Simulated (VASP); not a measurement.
# NiO in VASP: further runs, part 2 of 2

VASP 6.6.1. Earlier steps stand in the parts before.

## 5. Single point, PBE+U, collinear spin, antiferromagnetic start (9.99 Å³/atom)

This run uses another cell than the first one, of 9.99 Å³/atom.

The input, INCAR:

```
SYSTEM = NiO
PREC = Accurate
ENCUT = 520
EDIFF = 1E-7
ISMEAR = 0
SIGMA = 0.05
LREAL = .False.
LASPH = .True.
NELM = 150
ALGO = Normal
ISIF = 2
LWAVE = .False.
LCHARG = .False.
ISPIN = 2
MAGMOM = 1.87 -1.87 0 0
LORBIT = 11
LMAXMIX = 4
LDAU = .True.
LDAUTYPE = 2
LDAUL = 2 -1
LDAUU = 6.2 0
LDAUJ = 0 0
LDAUPRINT = 1
GGA = PE
NBANDS = 28
```

The input, KPOINTS:

```
Automatic mesh
0
Gamma
  10 10 10
  0 0 0
```

The input, POSCAR:

```
NiO
1.0
    0.0000000000      2.1541468476      2.1541468476
    2.1541468476      0.0000000000      2.1541468476
    4.3052709659      2.1511241183     -2.1511241183
Ni O
2 2
Direct
    0.0000000000      0.0000000000      0.0000000000
    0.5000000000      0.0000000000      0.5000000000
    0.7500000000      0.4999999999      0.2500000001
    1.2500000000      0.5000000001      0.7499999999
```

Potentials or basis: VASP PAW PBE potentials, release 64 (Ni, O).

Command:

```
cat potpaw_PBE.64/Ni/POTCAR potpaw_PBE.64/O/POTCAR > POTCAR
mpirun -np 1 vasp_std > vasp.out
```

Run time: 7.1 min. Hardware: 1 thread of Oxide Virtual Turin-like, shared host; peak memory 0.27 GiB.

Results (log left out):

```yaml
Free_energy: -20.3332 eV
Pressure: -13.3 GPa
Band_gap_on_the_k_mesh: 2.76 eV
Net_moment: 0.00 μB per cell
Site_moments: Ni +1.77, -1.77; O +0.00 μB
Valence_electrons_inside_the_program's_atomic_spheres: Ni 8.84; O 4.98
```

Levels at points of the mesh, in eV from the valence-band top:
Spin up:
| k point | band 14 | band 15 | band 16 | band 17 | band 18 | band 19 |
| --- | --- | --- | --- | --- | --- | --- |
| (0.00, 0.00, 0.00) | -0.59 | -0.59 | -0.58 | 2.76 | 4.15 | 4.15 |
| (0.50, 0.00, 0.00) | -1.58 | -1.21 | -0.57 | 4.07 | 4.11 | 8.43 |
| (0.00, 0.50, 0.00) | -1.83 | -0.60 | -0.52 | 4.31 | 4.41 | 7.00 |
| (0.00, 0.00, 0.50) | -1.16 | 0.00 | 0.00 | 4.03 | 4.04 | 5.47 |
Spin down:
```
           k point  band 14  band 15  band 16  band 17  band 18  band 19
(0.00, 0.00, 0.00)    -0.59    -0.59    -0.58     2.76     4.15     4.15
(0.50, 0.00, 0.00)    -1.58    -1.21    -0.57     4.07     4.11     8.43
(0.00, 0.50, 0.00)    -1.83    -0.60    -0.52     4.31     4.41     7.00
(0.00, 0.00, 0.50)    -1.16     0.00     0.00     4.03     4.04     5.47
```

Eigenvalues of the final occupation matrices:
```tsv
site	spin	trace	eigenvalues
site 1 d	1	4.98	0.98 0.98 0.98 1.02 1.02
site 1 d	2	3.21	0.14 0.14 0.98 0.98 0.98
site 2 d	1	3.21	0.14 0.14 0.98 0.98 0.98
site 2 d	2	4.98	0.98 0.98 0.98 1.02 1.02
```

Caveat: the cell stands under tension. The state reached can hang on the start; a lower one may exist.

## 6. Single point, PBE+U, collinear spin, antiferromagnetic start

This run uses another cell than the first one, of 9.60 Å³/atom.

The input, INCAR:

```
PREC = Accurate
ENCUT = 520
EDIFF = 1E-7
ISMEAR = 0
SIGMA = 0.05
LREAL = False
LASPH = True
NELM = 150
ALGO = Normal
ISIF = 2
LWAVE = False
LCHARG = False
ISPIN = 2
MAGMOM = 1.85 -1.85 0 0
LORBIT = 11
LMAXMIX = 4
LDAU = True
LDAUTYPE = 2
LDAUL = 2 -1
LDAUU = 6.2 0
LDAUJ = 0 0
LDAUPRINT = 1
GGA = PE
NBANDS = 28
```

The input, KPOINTS:

```
Automatic mesh
0
Gamma
  10 10 10
```

The input, POSCAR:

```
NiO
1.0
    0.0000000000      2.1261677476      2.1261677476
    2.1261677476      0.0000000000      2.1261677476
    4.2493520266      2.1231842790     -2.1231842790
Ni O
2 2
Direct
    0.0000000000      0.0000000000      0.0000000000
    0.5000000000      0.0000000000      0.5000000000
    0.7500000000      0.4999999999      0.2500000001
    1.2500000000      0.5000000001      0.7499999999
```

Potentials or basis: VASP PAW PBE potentials, release 64 (Ni, O).

Command:

```
cat potpaw_PBE.64/Ni/POTCAR potpaw_PBE.64/O/POTCAR > POTCAR
mpirun -np 1 vasp_std > vasp.out
```

Run time: 5.2 min. Hardware: 1 thread of Oxide Virtual Turin-like, shared host; peak memory 0.26 GiB.

Results (log left out):

| Quantity | Value |
| --- | --- |
| Free energy | -20.4340 eV |
| Pressure | -8.0 GPa |
| Band gap on the k mesh | 3.04 eV |
| Net moment | 0.00 μB per cell |
| Site moments | Ni +1.76, -1.76; O +0.00 μB |
| Valence electrons inside the program's atomic spheres | Ni 8.91; O 5.00 |

Levels at points of the mesh, in eV from the valence-band top:
Spin up:
```
           k point  band 14  band 15  band 16  band 17  band 18  band 19
(0.00, 0.00, 0.00)    -0.68    -0.68    -0.67     3.04     4.24     4.24
(0.50, 0.00, 0.00)    -1.66    -1.22    -0.58     4.17     4.19     8.74
(0.00, 0.50, 0.00)    -1.97    -0.63    -0.53     4.41     4.54     7.15
(0.00, 0.00, 0.50)    -1.25     0.00     0.00     4.11     4.11     5.74
```
Spin down:
| k point | band 14 | band 15 | band 16 | band 17 | band 18 | band 19 |
| --- | --- | --- | --- | --- | --- | --- |
| (0.00, 0.00, 0.00) | -0.68 | -0.68 | -0.67 | 3.04 | 4.24 | 4.24 |
| (0.50, 0.00, 0.00) | -1.66 | -1.22 | -0.58 | 4.17 | 4.19 | 8.74 |
| (0.00, 0.50, 0.00) | -1.97 | -0.63 | -0.53 | 4.41 | 4.54 | 7.15 |
| (0.00, 0.00, 0.50) | -1.25 | 0.00 | 0.00 | 4.11 | 4.11 | 5.74 |

Eigenvalues of the final occupation matrices:
| site | spin | trace | eigenvalues |
| --- | --- | --- | --- |
| site 1 d | 1 | 4.99 | 0.98 0.98 0.98 1.02 1.02 |
| site 1 d | 2 | 3.23 | 0.14 0.14 0.98 0.98 0.98 |
| site 2 d | 1 | 3.23 | 0.14 0.14 0.98 0.98 0.98 |
| site 2 d | 2 | 4.99 | 0.98 0.98 0.98 1.02 1.02 |

Caveat: the cell stands under tension.

## 7. Single point, PBE+U, collinear spin, antiferromagnetic start

This run uses another cell than the first one, of 9.72 Å³/atom.

The input, INCAR:

```
SYSTEM = NiO
PREC     = Accurate       ! precision mode
ENCUT    = 520            ! plane-wave cutoff, eV
EDIFF    = 1E-7           ! SCF threshold, eV
ISMEAR   = 0              ! smearing method
SIGMA    = 0.05           ! smearing width, eV
LREAL    = .False.        ! projectors in reciprocal space
LASPH    = .True.         ! aspherical terms in the spheres
NELM     = 150            ! most SCF steps
ALGO     = Normal         ! electronic algorithm
ISIF     = 2              ! what is computed and relaxed
LWAVE    = .False.        ! write WAVECAR
LCHARG   = .False.        ! write CHGCAR
ISPIN    = 2              ! spin polarisation
MAGMOM   = 2 -2 0 0       ! initial moments
LORBIT   = 11             ! projections on sites
LMAXMIX  = 4              ! l up to which the mixer works
LDAU     = .True.         ! DFT+U
LDAUTYPE = 2            
LDAUL    = 2 -1           ! shell
LDAUU    = 6.2 0          ! U, eV
LDAUJ    = 0 0          
LDAUPRINT= 1            
GGA      = PE             ! functional
NBANDS   = 28             ! bands
```

The input, KPOINTS:

```
Automatic mesh
0
Gamma
  10 10 10
  0 0 0
```

The input, POSCAR:

```
NiO
1.0
    0.0000000000      2.1337896542      2.1337896542
    2.1337896542      0.0000000000      2.1337896542
    4.2675793084      2.1337896542     -2.1337896542
Ni O
2 2
Direct
    0.0000000000      0.0000000000      0.0000000000
    0.5000000000      0.0000000000      0.5000000000
    0.7500000000      0.5000000000      0.2500000000
    1.2500000000      0.5000000000      0.7500000000
```

Potentials or basis: VASP PAW PBE potentials, release 64 (Ni, O).

Command:

```
cat potpaw_PBE.64/Ni/POTCAR potpaw_PBE.64/O/POTCAR > POTCAR
mpirun -np 1 vasp_std > vasp.out
```

OUTCAR:

```text
SYSTEM = NiO
   PREC = Accurate
   ENCUT = 520
   EDIFF = 1E-7
   ISMEAR = 0
   LREAL = .False.
   LASPH = .True.
   NELM = 150
   ISIF = 2
   ISPIN = 2
   LORBIT = 11
   GGA = PE

 ion  position               nearest neighbor table
   1  0.000  0.000  0.000-   3 2.13   3 2.13   4 2.13   3 2.13   4 2.13   4 2.13   2 3.02   2 3.02
                             2 3.02   2 3.02   2 3.02   2 3.02
   2  0.500  0.000  0.500-   4 2.13   3 2.13   4 2.13   3 2.13   4 2.13   3 2.13   1 3.02   1 3.02
                             1 3.02   1 3.02   1 3.02   1 3.02
   3  0.750  0.500  0.250-   2 2.13   1 2.13   2 2.13   1 2.13   2 2.13   1 2.13
   4  0.250  0.500  0.750-   1 2.13   1 2.13   2 2.13   1 2.13   2 2.13   2 2.13

  LATTYP: Found a trigonal (rhomboedric) cell.
 ALAT       =     5.2266958712
 COS(alpha) =     0.8333333333

  Lattice vectors:

 A1 = (   4.2675793084,   2.1337896542,  -2.1337896542)
 A2 = (   2.1337896542,   2.1337896542,  -4.2675793084)
 A3 = (   2.1337896542,   4.2675793084,  -2.1337896542)

Analysis of symmetry for initial positions (statically):
=====================================================================
 Subroutine PRICEL returns following result:

  LATTYP: Found a face centered cubic cell.
 ALAT       =     4.2675793084
[... 12 lines left out ...]
 Subroutine GETGRP returns: Found 12 space group operations
 (whereof 12 operations were pure point group operations)
 out of a pool of 12 trial point group operations.

The static configuration has the point symmetry D_3d.

Analysis of symmetry for dynamics (positions and initial velocities):
=====================================================================
 Subroutine PRICEL returns following result:

  LATTYP: Found a face centered cubic cell.
 ALAT       =     4.2675793084
[... 12 lines left out ...]
 Subroutine GETGRP returns: Found 12 space group operations
 (whereof 12 operations were pure point group operations)
 out of a pool of 12 trial point group operations.

The dynamic configuration has the point symmetry D_3d.

Analysis of structural, dynamic, and magnetic symmetry:
=====================================================================
 Subroutine PRICEL returns following result:

[... 228 lines left out ...]
 number of electron      32.0000007 magnetization      -0.0000000

 Free energy of the ion-electron system (eV)
  ---------------------------------------------------
  ext. energy  EPLUGINS =         0.00000000
  ---------------------------------------------------
  free energy    TOTEN  =       -20.40953018 eV

  energy without entropy =      -20.40953018  energy(sigma->0) =      -20.40953018

 E-fermi :   5.7693     XC(G=0): -12.2708

 val. band max:        5.4990559642   @ k =   0.0000   0.0000   0.5000
 cond. band min:       8.4501151008   @ k =   0.0000   0.0000   0.0000
 fundamental gap:      2.9510591366
 Fermi energy:         5.7693448231

 spin component 1

 k-point     1 :       0.0000    0.0000    0.0000
  band No.  band energies     occupation
      1     -12.2700      1.00000
      2     -11.0022      1.00000
      3      -1.0265      1.00000
      4      -0.5719      1.00000
      5      -0.5718      1.00000
      6       1.2328      1.00000
[... 1481 lines left out ...]
     27      26.4958      0.00000
     28      27.3584      0.00000

 [... further k-points ...]
[... 5 lines left out ...]
  --------------------------------------------------------------------------------------
  -------------------------------------------------------------------------------------
  Total       -2.3415205     -2.3415205     -2.3415205     -0.0111419      0.0111419      0.0111419
  in kB      -96.5369855    -96.5369855    -96.5369855     -0.4593634      0.4593634      0.4593634
  external PRESSURE =     -96.5369855 kB  Pullay stress =       0.0000000 kB

 VOLUME and BASIS-vectors are now :
 -----------------------------------------------------------------------------
  energy-cutoff  :      520.00
  volume of cell :       38.86
      direct lattice vectors                 reciprocal lattice vectors
     0.000000000  2.133789654  2.133789654    -0.117162439  0.351487317  0.117162439
     2.133789654  0.000000000  2.133789654     0.234324878 -0.234324878  0.234324878
     4.267579308  2.133789654 -2.133789654     0.117162439  0.117162439 -0.117162439

 POSITION                                       TOTAL-FORCE (eV/Angst)
 -----------------------------------------------------------------------------------
      0.00000      0.00000      0.00000        -0.000000      0.000000     -0.000000
      2.13379      2.13379      0.00000        -0.000000      0.000000     -0.000000
      2.13379      2.13379      2.13379         0.000000     -0.000000      0.000000
      4.26758      2.13379      0.00000        -0.000000     -0.000000      0.000000
 -----------------------------------------------------------------------------------
    total drift:                               -0.000000     -0.000000      0.000000

  FREE ENERGIE OF THE ION-ELECTRON SYSTEM (eV)
  ---------------------------------------------------
  free  energy   TOTEN  =       -20.4095301821 eV

  energy  without entropy=      -20.4095301821  energy(sigma->0) =      -20.40953018

 total charge

# of ion       s       p       d       tot
------------------------------------------
    1        0.324   0.375   8.189   8.888
    2        0.324   0.375   8.189   8.888
    3        1.550   3.440   0.000   4.990
    4        1.550   3.440   0.000   4.990
--------------------------------------------------
tot          3.748   7.631  16.379  27.757

 magnetization (x)

# of ion       s       p       d       tot
------------------------------------------
    1       -0.001  -0.004   1.766   1.761
    2        0.001   0.004  -1.766  -1.761
    3        0.000   0.000   0.000   0.000
    4        0.000   0.000   0.000   0.000
--------------------------------------------------
tot          0.000   0.000   0.000   0.000
```

OSZICAR:

```text
N       E                     dE             d eps       ncg     rms          rms(c)
DAV:   1     0.262575847334E+03    0.26258E+03   -0.14719E+04 13520   0.150E+03
DAV:   2     0.975125982646E+01   -0.25282E+03   -0.22563E+03 13192   0.334E+02
DAV:   3    -0.187355536515E+02   -0.28487E+02   -0.26988E+02 14444   0.122E+02
[... 11 lines left out ...]
DAV:  15    -0.204095243009E+02   -0.77325E-05   -0.18921E-05 17092   0.616E-02    0.116E-02
DAV:  16    -0.204095292464E+02   -0.49455E-05   -0.65521E-06 17964   0.627E-02    0.559E-03
DAV:  17    -0.204095299592E+02   -0.71280E-06   -0.28177E-06 19724   0.210E-02    0.552E-03
DAV:  18    -0.204095301093E+02   -0.15006E-06   -0.28470E-07 13488   0.589E-03    0.226E-03
DAV:  19    -0.204095301821E+02   -0.72887E-07   -0.35394E-08  9228   0.753E-03
   1 F= -.20409530E+02 E0= -.20409530E+02  d E =-.114597E-16  mag=    -0.0000
```

stdout:

```text
POSCAR found type information on POSCAR NiO
 POSCAR found :  2 types and       4 ions
 scaLAPACK will be used
 LDA part: xc-table for (Slater+PW92), standard interpolation
 POSCAR, INCAR and KPOINTS ok, starting setup
 FFT: planning ... GRIDC
 FFT: planning ... GRID_SOFT
 FFT: planning ... GRID
 WAVECAR not read
 entering main loop
```

It took 6.1 min on 1 thread of Oxide Virtual Turin-like, shared host; peak memory 0.27 GiB.

What came out:

```yaml
Free_energy: -20.4095 eV
Pressure: -9.7 GPa
Band_gap_on_the_k_mesh: 2.95 eV
Net_moment: 0.00 μB per cell
Site_moments: Ni +1.76, -1.76; O +0.00 μB
Valence_electrons_inside_the_program's_atomic_spheres: Ni 8.89; O 4.99
```

Levels at points of the mesh, in eV from the valence-band top:
Spin up:
| k point | band 12 | band 13 | band 14 | band 15 | band 16 | band 17 | band 18 | band 19 | band 20 | band 21 |
| --- | --- | --- | --- | --- | --- | --- | --- | --- | --- | --- |
| (0.00, 0.00, 0.00) | -0.69 | -0.69 | -0.65 | -0.65 | -0.65 | 2.95 | 4.21 | 4.21 | 7.10 | 11.17 |
| (0.50, 0.00, 0.00) | -2.21 | -1.87 | -1.64 | -1.22 | -0.58 | 4.14 | 4.17 | 8.65 | 8.95 | 10.83 |
| (0.00, 0.50, 0.00) | -2.06 | -1.93 | -1.93 | -0.62 | -0.53 | 4.38 | 4.50 | 7.10 | 7.39 | 11.18 |
| (0.00, 0.00, 0.50) | -1.94 | -1.22 | -1.22 | 0.00 | 0.00 | 4.09 | 4.09 | 5.66 | 5.78 | 12.90 |
Spin down:
| k point | band 13 | band 14 | band 15 | band 16 | band 17 | band 18 | band 19 | band 20 |
| --- | --- | --- | --- | --- | --- | --- | --- | --- |
| (0.00, 0.00, 0.00) | -0.69 | -0.65 | -0.65 | -0.65 | 2.95 | 4.21 | 4.21 | 7.10 |
| (0.50, 0.00, 0.00) | -1.87 | -1.64 | -1.22 | -0.58 | 4.14 | 4.17 | 8.65 | 8.95 |
| (0.00, 0.50, 0.00) | -1.93 | -1.93 | -0.62 | -0.53 | 4.38 | 4.50 | 7.10 | 7.39 |
| (0.00, 0.00, 0.50) | -1.22 | -1.22 | 0.00 | 0.00 | 4.09 | 4.09 | 5.66 | 5.78 |

Eigenvalues of the final occupation matrices:
```
    site  spin  trace               eigenvalues
site 1 d     1   4.99  0.98 0.98 0.98 1.02 1.02
site 1 d     2   3.22  0.14 0.14 0.98 0.98 0.98
site 2 d     1   3.22  0.14 0.14 0.98 0.98 0.98
site 2 d     2   4.99  0.98 0.98 0.98 1.02 1.02
```

Caveat: the cell stands under tension. The state reached can hang on the start; a lower one may exist.

## 8. Summary

```tsv
potentials or basis	spin	cell	k mesh	cutoff (eV)	gap on the mesh (eV)	pressure (GPa)	moment (μB)
VASP PAW PBE potentials, release 64 (Ni, O)	collinear, antiferromagnetic start	a = 3.027, b = 3.027, c = 5.238 Å, angles 73.2, 90.0, 60.0°, 4 atoms, atomic positions A	10 × 10 × 10	520	2.90	-10.8	0.00
VASP PAW PBE potentials, release 64 (Ni_sv_GW, O)	collinear, antiferromagnetic start	a = 3.018, b = 3.018, c = 4.268 Å, 4 atoms, atomic positions B	5 × 5 × 3	700	2.28	-2.2	0.00
VASP PAW PBE potentials, release 64 (Ni_sv_GW, O)	collinear, ferromagnetic start	a = 3.041 Å, angles 60.0°, 2 atoms, atomic positions C	10 × 10 × 10	700	1.89	-6.1	2.00
VASP PAW PBE potentials, release 64 (Ni, O)	collinear, antiferromagnetic start	a = 3.046, b = 3.046, c = 5.272 Å, angles 73.2, 90.0, 60.0°, 4 atoms, atomic positions A	10 × 10 × 10	520	2.76	-13.3	0.00
VASP PAW PBE potentials, release 64 (Ni, O)	collinear, antiferromagnetic start	a = 3.007, b = 3.007, c = 5.203 Å, angles 73.2, 90.0, 60.0°, 4 atoms, atomic positions A	10 × 10 × 10	520	3.04	-8.0	0.00
VASP PAW PBE potentials, release 64 (Ni, O)	collinear, antiferromagnetic start	a = 3.018, b = 3.018, c = 5.227 Å, angles 73.2, 90.0, 60.0°, 4 atoms, atomic positions A	10 × 10 × 10	520	2.95	-9.7	0.00
```

Alike in all rows: task single point; level PBE+U; Ni d U = 6.2 eV; smearing gaussian 0.05 eV.

Caveats: some runs use coarse meshes; the cell stands under tension (at least some runs); an odd mesh through Γ misses points on the zone boundary, where band edges can lie (at least some runs); a cell with one magnetic atom can't hold antiferromagnetic order, which such compounds often take (at least some runs).

Absolute energies hang on the potentials; compare differences alone.
